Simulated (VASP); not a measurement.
CdSe: single point with PBE

Crystal: CdSe.

```xyz
2
Lattice="0.0000 3.3891 3.3891 3.3891 0.0000 3.3891 3.1324 3.1324 0.2567" Properties=species:S:1:pos:R:3 pbc="T T T"
Cd    0.0000    0.0000    0.0000
Se    4.8911    4.8911    5.2761
```

* Program: VASP 6.6.1
* Task: single point
* Functional: PBE
* Potentials or basis: VASP PAW PBE potentials, release 64 (Cd, Se)
* Cutoff: 520 eV
* k mesh: 10 × 10 × 10
* Occupations: gaussian, width 0.05 eV
* Spin: no spin polarisation

```yaml
Pressure: -3.7 GPa
Largest_force: 0.474 eV/Å
Band_gap_on_the_k_mesh: 0.46 eV, indirect (least direct gap 0.48 eV)
```

Forces on the atoms (eV/Å):
```
Cd  -0.274 -0.274  0.274
Se   0.274  0.274 -0.274
```

Stress tensor (GPa, compression positive):
```
-3.71  2.07 -2.07
 2.07 -3.71 -2.07
-2.07 -2.07 -3.71
```

Levels at points of the mesh, in eV from the valence-band top:
```csv
k point,band 7,band 8,band 9,band 10,band 11,band 12
"(0.00, 0.00, 0.00)",-0.20,-0.02,-0.02,0.46,5.49,5.49
"(0.50, 0.00, 0.00)",-3.33,-0.40,-0.37,2.21,6.08,6.34
"(0.50, 0.50, 0.00)",-3.25,-1.45,-0.99,3.09,3.81,7.95
"(0.00, 0.00, 0.50)",-3.40,-0.75,-0.75,1.82,5.95,5.95
```

Wall time 4.3 min on 1 thread of AMD EPYC 7R13 Processor (Zen 3) (shared host), peak memory 0.26 GiB.

A k mesh can miss the band edges.
